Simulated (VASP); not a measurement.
# C (C2/m) in VASP: notebook

The runs below take C through single point, with LDA.

All numbers are computed with VASP 6.6.1; they aren't measurements. Logs are shortened: lines on timing, memory, paths and dates and some standing lists are left out, and cuts for length are marked.

**1. The cell of the first run**

Symmetry: C2/m, No. 12, monoclinic system. The conventional cell has a = 2.446 Å, b = 6.719 Å, c = 2.444 Å, α = 90.00°, β = 120.01°, γ = 90.00°. Within 1.8 Å of C (site symmetry m) lie 3 C at 1.34 to 1.51 Å.

**2. Single point, LDA (atom 1 (C) moved by (-0.100, +0.000) A along [1 1 0] and z)**

INCAR

```
  PREC = Accurate
  ENCUT = 520
  EDIFF = 1E-6
  ISMEAR = 0
  SIGMA = 0.03
  LREAL = False
  LASPH = True
  NELM = 60
  ALGO = Normal
  ISIF = 2
  LWAVE = False
  LCHARG = False
  NBANDS = 11
```

KPOINTS

```
Automatic mesh
0
Gamma
  16 16 16
```

POSCAR

```
C
1.0
    0.0000000000      2.1166507485      3.3597491838
    1.2227846672      0.0000000000      3.3597491838
    1.2227846672      2.1166507485      0.0000000000
C
2
Direct
    0.1789169202      0.8210830798      0.1210893402
    0.8332934344      0.1667065656      0.8332934344
```

Potentials or basis: VASP PAW LDA potentials, release 64 (C).

On the command line:

```
> cat potpaw_LDA.64/C/POTCAR > POTCAR
> mpirun -np 1 vasp_std > vasp.out
```

OUTCAR:

```text
PREC = Accurate
   ENCUT = 520
   EDIFF = 1E-6
   ISMEAR = 0
   LREAL = False
   LASPH = True
   NELM = 60
   ISIF = 2

 ion  position               nearest neighbor table
   1  0.179  0.821  0.121-   2 1.34   2 1.39   2 1.51
   2  0.833  0.167  0.833-   1 1.34   1 1.39   1 1.51

  LATTYP: Found a face centered orthorhombic cell.
 ALAT       =     2.4455693344
 B/A-ratio  =     1.7310085784
 C/A-ratio  =     2.7476212893

  Lattice vectors:

 A1 = (   0.0000000000,   2.1166507485,   3.3597491838)
 A2 = (   1.2227846672,   0.0000000000,   3.3597491838)
 A3 = (   1.2227846672,   2.1166507485,   0.0000000000)

Analysis of symmetry for initial positions (statically):
=====================================================================
 Subroutine PRICEL returns:
 Original cell was already a primitive cell.

 Routine SETGRP: Setting up the symmetry group for a
 face centered orthorhombic supercell.

 Subroutine GETGRP returns: Found  4 space group operations
 (whereof  2 operations were pure point group operations)
 out of a pool of  8 trial point group operations.

The static configuration has the point symmetry C_1h.
 The point group associated with its full space group is C_2h.

Analysis of symmetry for dynamics (positions and initial velocities):
=====================================================================
 Subroutine PRICEL returns:
 Original cell was already a primitive cell.

 Routine SETGRP: Setting up the symmetry group for a
 face centered orthorhombic supercell.

 Subroutine GETGRP returns: Found  4 space group operations
 (whereof  2 operations were pure point group operations)
 out of a pool of  8 trial point group operations.

The dynamic configuration has the point symmetry C_1h.
 The point group associated with its full space group is C_2h.

 Subroutine INISYM returns: Found  4 space group operations
 (whereof  2 operations are pure point group operations),
 and found     1 'primitive' translations

----------------------------------------------------------------------------------------

                                     Primitive cell

  volume of cell :      17.3915

  direct lattice vectors                    reciprocal lattice vectors
     0.000000000  2.116650749  3.359749184    -0.408902739  0.236222249  0.148820633
     1.222784667  0.000000000  3.359749184     0.408902739 -0.236222249  0.148820633
     1.222784667  2.116650749  0.000000000     0.408902739  0.236222249 -0.148820633

  length of vectors
     3.970909841  3.575348503  2.444465736     0.495126228  0.495126228  0.495126228

  position of ions in fractional coordinates (direct lattice)
     0.178916920  0.821083080  0.121089340
     0.833293434  0.166706566  0.833293434

  ion indices of the primitive-cell ions
   primitive index   ion index
                 1           1
                 2           2

----------------------------------------------------------------------------------------

 KPOINTS: Automatic mesh

Automatic generation of k-mesh.
 Grid dimensions read from file:
 generate k-points for:   16   16   16

 Generating k-lattice:

  Cartesian coordinates                     Fractional coordinates (reciprocal lattice)
    -0.025556421  0.014763891  0.009301290     0.062500000  0.000000000  0.000000000
     0.025556421 -0.014763891  0.009301290     0.000000000  0.062500000  0.000000000
     0.025556421  0.014763891 -0.009301290     0.000000000  0.000000000  0.062500000

  Length of vectors
     0.030945389  0.030945389  0.030945389

  Shift w.r.t. Gamma in fractional coordinates (k-lattice)
     0.000000000  0.000000000  0.000000000

 Subroutine IBZKPT returns following result:
 ===========================================

 Found   1098 irreducible k-points:

 Following reciprocal coordinates:
            Coordinates               Weight
  0.000000  0.000000  0.000000      1.000000
  0.062500  0.000000 -0.000000      4.000000
 -0.062500 -0.062500 -0.062500      4.000000
  0.125000  0.000000 -0.000000      4.000000
 -0.125000 -0.125000 -0.125000      4.000000
  0.187500  0.000000  0.000000      4.000000
[... 16 lines left out ...]
  0.250000  0.062500  0.000000      4.000000
 -0.250000 -0.250000 -0.187500      4.000000
 [... further k-points ...]
   k-points           NKPTS =   1098   k-points in BZ     NKDIM =   1098   number of bands    NBANDS=     11
   number of dos      NEDOS =    301   number of ions     NIONS =      2
   total plane-waves  NPLWV =  15120
   dimension x,y,z NGX =    30 NGY =   28 NGZ =   18
   dimension x,y,z NGXF=    60 NGYF=   56 NGZF=   36
   ions per type =               2
   NGX,Y,Z   is equivalent  to a cutoff of  12.56, 13.02, 12.24 a.u.
   NGXF,Y,Z  is equivalent  to a cutoff of  25.12, 26.04, 24.48 a.u.
 SYSTEM =  unknown system
   PREC   = accura    normal or accurate (medium, high low for compatibility)
   ISTART =      0    job   : 0-new  1-cont  2-samecut
   ICHARG =      2    charge: 1-file 2-atom 10-const
   ISPIN  =      1    spin polarized calculation?
   LNONCOLLINEAR =      F non collinear calculations
   LSORBIT =      F    spin-orbit coupling
   LASPH  =      T    aspherical Exc in radial PAW
   ENCUT  =  520.0 eV  38.22 Ry    6.18 a.u.   7.38  6.65  4.55*2*pi/ulx,y,z
   NELM   =     60;   NELMIN=  2; NELMDL= -5     # of ELM steps
   EDIFF  = 0.1E-05   stopping-criterion for ELM
   LREAL  =      F    real-space projection
   EDIFFG = 0.1E-04   stopping-criterion for IOM
   NSW    =      0    number of steps for IOM
   IBRION =     -1    ionic relax: 0-MD 1-quasi-New 2-CG
   NFREE  =      0    steps in history (QN), initial steepest desc. (CG)
   ISIF   =      2    stress and relaxation
   ISYM   =      2    0-nonsym 1-usesym 2-fastsym
   POTIM  = 0.5000    time-step for ionic-motion
   TEBEG  =    0.0;   TEEND  =   0.0 temperature during run
   PSTRESS=    0.0 pullay stress
   NELECT =       8.0000    total number of electrons
   NUPDOWN=      -1.0000    fix difference up-down
   EMIN   =  10.00;   EMAX   =-10.00  energy-range for DOS
   EFERMI =   0.00;   METHOD = LEGACY
   ISMEAR =     0;   SIGMA  =   0.03  broadening in eV -4-tet -1-fermi 0-gaus
   EFERMI_NEDOS =   21; number of points for ismear=-14 and -15
   IALGO  =     38    algorithm
   IMIX   =      4    mixing-type and parameters
     AMIX     =   0.40;   BMIX     =  1.00
     AMIX_MAG =   1.60;   BMIX_MAG =  1.00
  volume/ion in A,a.u.               =       8.70        58.68
  Fermi-wavevector in a.u.,A,eV,Ry     =   1.263745  2.388132 21.729207  1.597052
  Thomas-Fermi vector in A             =   2.397086
   LORBIT       =      0    0 simple, 1 ext, 2 COOP (PROOUT), +10 PAW based schemes
   GGA     = CA    functional components
   LHFCALC =     F    Hartree Fock is set to
   AEXX    =    0.0000 exact exchange contribution
   IVDW    =     0    specifies the selected vdW correction
   LEPSILON=     F    determine dielectric tensor
   LRPA    =     F    only Hartree local field effects (RPA)
 non-spin polarized calculation
 Gauss-broadening in eV      SIGMA  =   0.03
  energy-cutoff  :      520.00
  volume of cell :       17.39
 maximum number of plane-waves:       487
 NGX is ok and might be reduce to    30
   NGX = 15   NGY = 13   NGZ =  9

 number of electron       8.0000000 magnetization

 Free energy of the ion-electron system (eV)
  ---------------------------------------------------
  ext. energy  EPLUGINS =         0.00000000
  ---------------------------------------------------
  free energy    TOTEN  =       -19.95490811 eV

  energy without entropy =      -19.95488073  energy(sigma->0) =      -19.95489442

 E-fermi :   4.6518     XC(G=0): -10.7881

 val. band max:        4.6503288983   @ k =   0.5000  -0.1250   0.3750
 cond. band min:       4.6737802193   @ k =  -0.0625   0.3125   0.3125
 fundamental gap:      0.0234513210
 Fermi energy:         4.6518243329

 k-point     1 :       0.0000    0.0000    0.0000
  band No.  band energies     occupation
      1     -14.9522      2.00000
      2      -2.0633      2.00000
      3       0.2131      2.00000
      4       3.3211      2.00000
      5       8.4714      0.00000
      6      11.2026      0.00000
      7      15.1560      0.00000
      8      16.3735      0.00000
      9      18.1780      0.00000
     10      27.2623      0.00000
     11      29.5363      0.00000

 k-point     2 :       0.0625    0.0000   -0.0000
  band No.  band energies     occupation
      1     -14.8562      2.00000
      2      -1.9785      2.00000
      3      -0.0410      2.00000
      4       3.0042      2.00000
      5       8.6316      0.00000
      6      11.4225      0.00000
      7      15.3950      0.00000
      8      16.0084      0.00000
      9      18.3284      0.00000
     10      27.5816      0.00000
     11      28.8490      0.00000

 k-point     3 :      -0.0625   -0.0625   -0.0625
  band No.  band energies     occupation
      1     -14.8544      2.00000
      2      -1.9844      2.00000
      3       0.0696      2.00000
      4       2.8255      2.00000
      5       8.6230      0.00000
      6      11.4559      0.00000
      7      15.5034      0.00000
      8      16.0732      0.00000
      9      18.2693      0.00000
     10      27.5791      0.00000
     11      28.5345      0.00000
[... 267 lines left out ...]
 k-point    23 :       0.2500    0.0625    0.0000
  band No.  band energies     occupation
      1     -14.0546      2.00000
      2      -1.8322      2.00000
      3      -1.6003      2.00000
      4       1.2264      2.00000
      5      10.5632      0.00000
      6      12.2458      0.00000
      7      13.5702      0.00000
      8      17.3034      0.00000
      9      19.6167      0.00000
     10      25.3869      0.00000
     11      29.1746      0.00000

 k-point    24 :      -0.2500   -0.2500   -0.1875
  band No.  band energies     occupation
      1     -14.0384      2.00000
      2      -1.6561      2.00000
      3      -0.8880      2.00000
      4      -0.0269      2.00000
      5      10.5086      0.00000
      6      12.3368      0.00000
      7      14.0055      0.00000
      8      17.9901      0.00000
      9      19.2428      0.00000
     10      24.6637      0.00000
     11      29.1553      0.00000

 [... further k-points ...]

------------------------ aborting loop because EDIFF is reached ----------------------------------------

  FORCE on cell =-STRESS in cart. coord.  units (eV):
  Direction    XX          YY          ZZ          XY          YZ          ZX
  --------------------------------------------------------------------------------------
  -------------------------------------------------------------------------------------
  Total       -0.1298912      1.8234478     -0.0086621     -0.8786569      0.0000000      0.0000000
  in kB      -11.9661438    167.9839852     -0.7979921    -80.9457161      0.0000000      0.0000000
  external PRESSURE =      51.7399498 kB  Pullay stress =       0.0000000 kB

 VOLUME and BASIS-vectors are now :
 -----------------------------------------------------------------------------
  energy-cutoff  :      520.00
  volume of cell :       17.39
      direct lattice vectors                 reciprocal lattice vectors
     0.000000000  2.116650749  3.359749184    -0.408902739  0.236222249  0.148820633
     1.222784667  0.000000000  3.359749184     0.408902739 -0.236222249  0.148820633
     1.222784667  2.116650749  0.000000000     0.408902739  0.236222249 -0.148820633

 POSITION                                       TOTAL-FORCE (eV/Angst)
 -----------------------------------------------------------------------------------
      1.15207      0.63501      3.35975         3.303867      3.979199      0.000000
      1.22278      3.52758      3.35975        -3.303867     -3.979199      0.000000
 -----------------------------------------------------------------------------------
    total drift:                               -0.000001     -0.000001      0.000004

  FREE ENERGIE OF THE ION-ELECTRON SYSTEM (eV)
  ---------------------------------------------------
  free  energy   TOTEN  =       -19.9549081142 eV

  energy  without entropy=      -19.9548807295  energy(sigma->0) =      -19.95489442
```

Wall time 2.8 min (1 thread of AMD EPYC 7R13 (Zen 3), shared host); peak memory 0.23 GiB.

Results:

- Free energy: -19.9549 eV
- Pressure: 5.2 GPa
- Largest force: 5.172 eV/Å

Forces on the atoms (eV/Å):
```
C    3.304  3.979  0.000
C   -3.304 -3.979  0.000
```

Caveat: the cell differs from its parent crystal (atom 1 (C) moved by (-0.100, +0.000) A along [1 1 0] and z); the cell stands under pressure; forces of over 1 eV/Å act on the atoms, so gaps and moduli don't describe the material at rest.

**3. Single point, LDA (atom 1 (C) moved by (+0.000, -0.100) A along [1 1 0] and z)**

INCAR

```
PREC = Accurate
ENCUT = 520
EDIFF = 1E-7
ISMEAR = 0
SIGMA = 0.03
LREAL = F
LASPH = T
NELM = 80
ALGO = Normal
ISIF = 2
LWAVE = F
LCHARG = T
LELF = T
LVHAR = T
NBANDS = 11
```

KPOINTS

```
regular mesh
0
Gamma
  16 16 16
```

POSCAR, as its differences from that of step 2:

```diff
@@ -8,3 +8,3 @@
 Direct
-    0.1789169202      0.8210830798      0.1210893402
+    0.1518245023      0.8184113711      0.1815886289
     0.8332934344      0.1667065656      0.8332934344
```

Potentials or basis: VASP PAW LDA potentials, release 64 (C).

On the command line:

```
> cat potpaw_LDA.64/C/POTCAR > POTCAR
> mpirun -np 1 vasp_std > vasp.out
```

Run time: 3.1 min. Hardware: 1 thread of AMD EPYC 7R13 (Zen 3), shared host; peak memory 0.23 GiB.

It converged, with:

- Free energy: -20.1342 eV
- Pressure: 0.1 GPa
- Largest force: 1.729 eV/Å

Forces on the atoms (eV/Å):
```
C    0.000 -0.020  1.728
C    0.000  0.020 -1.728
```

Stress tensor (GPa, compression positive):
```
 1.19  0.00  0.00
 0.00  0.89  0.14
 0.00  0.14 -1.69
```

Caveat: the cell differs from its parent crystal (atom 1 (C) moved by (+0.000, -0.100) A along [1 1 0] and z); forces of over 1 eV/Å act on the atoms, so gaps and moduli don't describe the material at rest.
